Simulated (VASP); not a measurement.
# TiC3 (Fm-3m) in VASP: single point with PBE

Aim: the single point of TiC3 with PBE.

Everything below comes from runs of VASP 6.6.1. Logs are shortened: lines on timing, memory, paths and dates and some standing lists are left out, and cuts for length are marked.

## 1. The cell of the first run

It takes space group Fm-3m (No. 225, cubic). The conventional cell has a = 5.225 Å, b = 5.225 Å, c = 5.225 Å, α = 90.00°, β = 90.00°, γ = 90.00°. Ti (site symmetry m-3m) has 14 C at 2.26 to 2.61 Å within 3.0 Å. Within 3.0 Å of C (site symmetry m-3m) lie 8 C at 2.26 Å and 6 Ti at 2.61 Å. C (site symmetry -43m) has 4 Ti at 2.26 Å and 10 C at 2.26 to 2.61 Å within 3.0 Å.

The cell was generated, and may not be a known phase.

## 2. Single point, PBE

The input, INCAR:

```
PREC = Accurate
ENCUT = 600
EDIFF = 1E-6
ISMEAR = 0
SIGMA = 0.2
LREAL = F
LASPH = T
NELM = 120
ALGO = Normal
ISIF = 2
LWAVE = F
LCHARG = F
GGA = PE
NBANDS = 20
GGA_COMPAT = F
```

The input, KPOINTS:

```
Automatic mesh
0
Gamma
  6 6 6
```

The input, POSCAR:

```
TiC3
1.0
    0.0000000000      2.6125649976      2.6125649976
    2.6125649976      0.0000000000      2.6125649976
    2.6125649976      2.6125649976      0.0000000000
Ti C
1 3
Direct
    0.0000000000      0.0000000000      0.0000000000
    0.5000000000      0.5000000000      0.5000000000
    0.2500000000      0.2500000000      0.2500000000
    0.7500000000      0.7500000000      0.7500000000
```

Potentials or basis: VASP PAW PBE potentials, release 64 (Ti_sv, C).

The run is started by

```bash
> cat potpaw_PBE.64/Ti_sv/POTCAR potpaw_PBE.64/C/POTCAR > POTCAR
> mpirun -np 1 vasp_std > vasp.out
```

OUTCAR:

```text
PREC = Accurate
   ENCUT = 600
   EDIFF = 1E-6
   ISMEAR = 0
   LREAL = F
   LASPH = T
   NELM = 120
   ISIF = 2
   GGA = PE

 ion  position               nearest neighbor table
   1  0.000  0.000  0.000-   4 2.26   4 2.26   4 2.26   3 2.26   4 2.26   3 2.26   3 2.26   3 2.26

   2  0.500  0.500  0.500-
   3  0.250  0.250  0.250-   1 2.26   1 2.26   1 2.26   1 2.26
   4  0.750  0.750  0.750-   1 2.26   1 2.26   1 2.26   1 2.26

  LATTYP: Found a face centered cubic cell.
 ALAT       =     5.2251299952

  Lattice vectors:

 A1 = (   0.0000000000,   2.6125649976,   2.6125649976)
 A2 = (   2.6125649976,   0.0000000000,   2.6125649976)
 A3 = (   2.6125649976,   2.6125649976,   0.0000000000)

Analysis of symmetry for initial positions (statically):
=====================================================================
 Subroutine PRICEL returns:
 Original cell was already a primitive cell.

 Routine SETGRP: Setting up the symmetry group for a
 face centered cubic supercell.

 Subroutine GETGRP returns: Found 48 space group operations
 (whereof 48 operations were pure point group operations)
 out of a pool of 48 trial point group operations.

The static configuration has the point symmetry O_h .

Analysis of symmetry for dynamics (positions and initial velocities):
=====================================================================
 Subroutine PRICEL returns:
 Original cell was already a primitive cell.

 Routine SETGRP: Setting up the symmetry group for a
 face centered cubic supercell.

 Subroutine GETGRP returns: Found 48 space group operations
 (whereof 48 operations were pure point group operations)
 out of a pool of 48 trial point group operations.

The dynamic configuration has the point symmetry O_h .

 Subroutine INISYM returns: Found 48 space group operations
 (whereof 48 operations are pure point group operations),
 and found     1 'primitive' translations

----------------------------------------------------------------------------------------

                                     Primitive cell

  volume of cell :      35.6641

  direct lattice vectors                    reciprocal lattice vectors
     0.000000000  2.612564998  2.612564998    -0.191382798  0.191382798  0.191382798
     2.612564998  0.000000000  2.612564998     0.191382798 -0.191382798  0.191382798
     2.612564998  2.612564998  0.000000000     0.191382798  0.191382798 -0.191382798

  length of vectors
     3.694724852  3.694724852  3.694724852     0.331484730  0.331484730  0.331484730

  position of ions in fractional coordinates (direct lattice)
     0.000000000  0.000000000  0.000000000
     0.500000000  0.500000000  0.500000000
     0.250000000  0.250000000  0.250000000
     0.750000000  0.750000000  0.750000000

  ion indices of the primitive-cell ions
   primitive index   ion index
                 1           1
                 2           2
                 3           3
                 4           4

----------------------------------------------------------------------------------------

 KPOINTS: Automatic mesh

Automatic generation of k-mesh.
 Grid dimensions read from file:
 generate k-points for:    6    6    6

 Generating k-lattice:

  Cartesian coordinates                     Fractional coordinates (reciprocal lattice)
    -0.031897133  0.031897133  0.031897133     0.166666667  0.000000000  0.000000000
     0.031897133 -0.031897133  0.031897133     0.000000000  0.166666667  0.000000000
     0.031897133  0.031897133 -0.031897133     0.000000000  0.000000000  0.166666667

  Length of vectors
     0.055247455  0.055247455  0.055247455

  Shift w.r.t. Gamma in fractional coordinates (k-lattice)
     0.000000000  0.000000000  0.000000000

 Subroutine IBZKPT returns following result:
 ===========================================

 Found     16 irreducible k-points:

 Following reciprocal coordinates:
            Coordinates               Weight
  0.000000  0.000000  0.000000      1.000000
  0.166667  0.000000  0.000000      8.000000
  0.333333  0.000000  0.000000      8.000000
  0.500000  0.000000  0.000000      4.000000
  0.166667  0.166667  0.000000      6.000000
  0.333333  0.166667  0.000000     24.000000
[... 8 lines left out ...]
 -0.333333  0.333333  0.166667     24.000000
 -0.333333  0.500000  0.166667     12.000000
   k-points           NKPTS =     16   k-points in BZ     NKDIM =     16   number of bands    NBANDS=     20
   number of dos      NEDOS =    301   number of ions     NIONS =      4
   total plane-waves  NPLWV =  27000
   dimension x,y,z NGX =    30 NGY =   30 NGZ =   30
   dimension x,y,z NGXF=    60 NGYF=   60 NGZF=   60
   ions per type =               1   3
   NGX,Y,Z   is equivalent  to a cutoff of  13.50, 13.50, 13.50 a.u.
   NGXF,Y,Z  is equivalent  to a cutoff of  27.00, 27.00, 27.00 a.u.
 SYSTEM =  unknown system
   PREC   = accura    normal or accurate (medium, high low for compatibility)
   ISTART =      0    job   : 0-new  1-cont  2-samecut
   ICHARG =      2    charge: 1-file 2-atom 10-const
   ISPIN  =      1    spin polarized calculation?
   LNONCOLLINEAR =      F non collinear calculations
   LSORBIT =      F    spin-orbit coupling
   LASPH  =      T    aspherical Exc in radial PAW
   ENCUT  =  600.0 eV  44.10 Ry    6.64 a.u.   7.38  7.38  7.38*2*pi/ulx,y,z
   NELM   =    120;   NELMIN=  2; NELMDL= -5     # of ELM steps
   EDIFF  = 0.1E-05   stopping-criterion for ELM
   LREAL  =      F    real-space projection
   EDIFFG = 0.1E-04   stopping-criterion for IOM
   NSW    =      0    number of steps for IOM
   IBRION =     -1    ionic relax: 0-MD 1-quasi-New 2-CG
   NFREE  =      0    steps in history (QN), initial steepest desc. (CG)
   ISIF   =      2    stress and relaxation
   ISYM   =      2    0-nonsym 1-usesym 2-fastsym
   POTIM  = 0.5000    time-step for ionic-motion
   TEBEG  =    0.0;   TEEND  =   0.0 temperature during run
   PSTRESS=    0.0 pullay stress
   NELECT =      24.0000    total number of electrons
   NUPDOWN=      -1.0000    fix difference up-down
   EMIN   =  10.00;   EMAX   =-10.00  energy-range for DOS
   EFERMI =   0.00;   METHOD = LEGACY
   ISMEAR =     0;   SIGMA  =   0.20  broadening in eV -4-tet -1-fermi 0-gaus
   EFERMI_NEDOS =   21; number of points for ismear=-14 and -15
   IALGO  =     38    algorithm
   IMIX   =      4    mixing-type and parameters
     AMIX     =   0.40;   BMIX     =  1.00
     AMIX_MAG =   1.60;   BMIX_MAG =  1.00
  volume/ion in A,a.u.               =       8.92        60.17
  Fermi-wavevector in a.u.,A,eV,Ry     =   1.434613  2.711026 28.002353  2.058115
  Thomas-Fermi vector in A             =   2.554002
   LORBIT       =      0    0 simple, 1 ext, 2 COOP (PROOUT), +10 PAW based schemes
   GGA     = PE    functional components
   LHFCALC =     F    Hartree Fock is set to
   AEXX    =    0.0000 exact exchange contribution
   IVDW    =     0    specifies the selected vdW correction
   LEPSILON=     F    determine dielectric tensor
   LRPA    =     F    only Hartree local field effects (RPA)
 non-spin polarized calculation
 Gauss-broadening in eV      SIGMA  =   0.20
  energy-cutoff  :      600.00
  volume of cell :       35.66
 maximum number of plane-waves:      1243
 NGX is ok and might be reduce to    30
   NGX = 15   NGY = 15   NGZ = 15

 number of electron      23.9999996 magnetization

 Free energy of the ion-electron system (eV)
  ---------------------------------------------------
  ext. energy  EPLUGINS =         0.00000000
  ---------------------------------------------------
  free energy    TOTEN  =       -26.11042322 eV

  energy without entropy =      -26.08460679  energy(sigma->0) =      -26.09751501

 E-fermi :   8.5452     XC(G=0): -12.6084

 val. band max:        8.4536337792   @ k =  -0.1667   0.1667   0.0000
 cond. band min:       8.6312770695   @ k =   0.3333   0.1667   0.0000
 fundamental gap:      0.1776432903
 Fermi energy:         8.5451860021

 k-point     1 :       0.0000    0.0000    0.0000
  band No.  band energies     occupation
      1     -48.4034      2.00000
      2     -24.6496      2.00000
      3     -24.6496      2.00000
      4     -24.6496      2.00000
      5      -6.9628      2.00000
      6       2.2434      2.00000
[... 12 lines left out ...]
     19      14.1704      0.00000
     20      14.1704      0.00000

 k-point     2 :       0.1667    0.0000    0.0000
  band No.  band energies     occupation
      1     -48.4015      2.00000
      2     -24.6760      2.00000
      3     -24.6530      2.00000
      4     -24.6530      2.00000
      5      -6.5585      2.00000
      6       0.7501      2.00000
[... 12 lines left out ...]
     19      14.4340      0.00000
     20      14.4341      0.00000

 k-point     3 :       0.3333    0.0000    0.0000
  band No.  band energies     occupation
      1     -48.3978      2.00000
      2     -24.7285      2.00000
      3     -24.6599      2.00000
      4     -24.6599      2.00000
      5      -5.4263      2.00000
      6      -1.4814      2.00000
[... 12 lines left out ...]
     19      13.9942      0.00000
     20      14.9514      0.00000

 k-point     4 :       0.5000    0.0000    0.0000
  band No.  band energies     occupation
      1     -48.3959      2.00000
      2     -24.7544      2.00000
      3     -24.6633      2.00000
      4     -24.6633      2.00000
      5      -4.0990      2.00000
      6      -3.1870      2.00000
[... 245 lines left out ...]
 k-point    15 :      -0.3333    0.3333    0.1667
  band No.  band energies     occupation
      1     -48.3940      2.00000
      2     -24.7305      2.00000
      3     -24.7042      2.00000
      4     -24.6780      2.00000
      5      -3.3749      2.00000
      6      -2.4095      2.00000
[... 12 lines left out ...]
     19      13.4231      0.00000
     20      13.4428      0.00000

 k-point    16 :      -0.3333    0.5000    0.1667
  band No.  band energies     occupation
      1     -48.3934      2.00000
      2     -24.7332      2.00000
      3     -24.7022      2.00000
      4     -24.6874      2.00000
      5      -2.7792      2.00000
      6      -2.3986      2.00000
[... 12 lines left out ...]
     19      13.4818      0.00000
     20      13.7819      0.00000

------------------------ aborting loop because EDIFF is reached ----------------------------------------

  FORCE on cell =-STRESS in cart. coord.  units (eV):
  Direction    XX          YY          ZZ          XY          YZ          ZX
  --------------------------------------------------------------------------------------
  -------------------------------------------------------------------------------------
  Total       -0.1403736     -0.1403736     -0.1403736      0.0000000      0.0000000     -0.0000000
  in kB       -6.3061547     -6.3061547     -6.3061547      0.0000000      0.0000000     -0.0000000
  external PRESSURE =      -6.3061547 kB  Pullay stress =       0.0000000 kB

 VOLUME and BASIS-vectors are now :
 -----------------------------------------------------------------------------
  energy-cutoff  :      600.00
  volume of cell :       35.66
      direct lattice vectors                 reciprocal lattice vectors
     0.000000000  2.612564998  2.612564998    -0.191382798  0.191382798  0.191382798
     2.612564998  0.000000000  2.612564998     0.191382798 -0.191382798  0.191382798
     2.612564998  2.612564998  0.000000000     0.191382798  0.191382798 -0.191382798

 POSITION                                       TOTAL-FORCE (eV/Angst)
 -----------------------------------------------------------------------------------
      0.00000      0.00000      0.00000        -0.000000     -0.000000     -0.000000
      2.61256      2.61256      2.61256        -0.000000     -0.000000     -0.000000
      1.30628      1.30628      1.30628         0.000000      0.000000      0.000000
      3.91885      3.91885      3.91885        -0.000000     -0.000000     -0.000000
 -----------------------------------------------------------------------------------
    total drift:                                0.000000     -0.000000     -0.000000

  FREE ENERGIE OF THE ION-ELECTRON SYSTEM (eV)
  ---------------------------------------------------
  free  energy   TOTEN  =       -26.1104232159 eV

  energy  without entropy=      -26.0846067948  energy(sigma->0) =      -26.09751501
```

Wall time 42 s (1 thread of Intel Xeon 8259CL, shared host); peak memory 0.17 GiB.

What came out:

```yaml
Free_energy: -26.1104 eV
Pressure: -0.6 GPa
Band_gap_on_the_k_mesh: zero (bands 12 and 13 overlap by 2.36 eV)
```

Levels at points of the mesh, in eV from the Fermi level:
```
           k point  band 8  band 9  band 10  band 11  band 12  band 13  band 14  band 15  band 16  band 17
(0.00, 0.00, 0.00)   -4.52   -4.52    -4.03    -2.07    -2.07    -2.07     0.73     0.73     3.14     3.14
(0.50, 0.00, 0.00)   -5.15   -5.15    -2.00    -1.03    -1.03     0.13     0.13     2.25     3.66     3.71
(0.50, 0.50, 0.00)   -5.57   -5.57    -1.69    -0.39    -0.39     1.53     2.42     2.49     3.13     3.95
```

The gap in the log of VASP goes by the Fermi energy; the results here count the filled bands.